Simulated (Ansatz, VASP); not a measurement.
## Si: VASP beside Ansatz

```
CELL_PARAMETERS angstrom
-3.40145 3.40145 1.96266
3.40145 -3.40145 1.96266
3.40145 3.40145 -1.96266
ATOMIC_POSITIONS crystal
Si 0.14831 0.14831 0.35722
Si 0.79109 0.79109 0.64278
Si 0.20891 0.85169 0.00000
Si 0.85169 0.20891 0.00000
```

Change from the starting cell: mode 4 frozen in at -0.117 Å, equal normal strain along x, y and z +0.0167.

Alike in both runs: task single point; functional PBE; k mesh 10 × 10 × 10; occupations gaussian, width 0.05 eV; no spin polarisation.

|  | VASP | Ansatz |
| --- | --- | --- |
| version | VASP 6.6.1 | Ansatz 0.2.0 |
| potentials or method | VASP PAW PBE potentials, release 64 (Si), cutoff 520 eV | scalar-relativistic, plane waves, PAW |
| valence electrons in the cell | 16 | 16 |

```csv
,VASP,Ansatz,Ansatz less VASP
gap on the k mesh at the Fermi level (eV),0.34,0.34,-0.001
least direct gap on the mesh (eV),0.67,0.67,0.000
pressure (GPa),-4.1,-4.0,+0.04
rms of the force components (eV/Å),0.206,0.206,-0.0005
```

Atom by atom the forces differ by 0.001 eV/Å (rms over components).
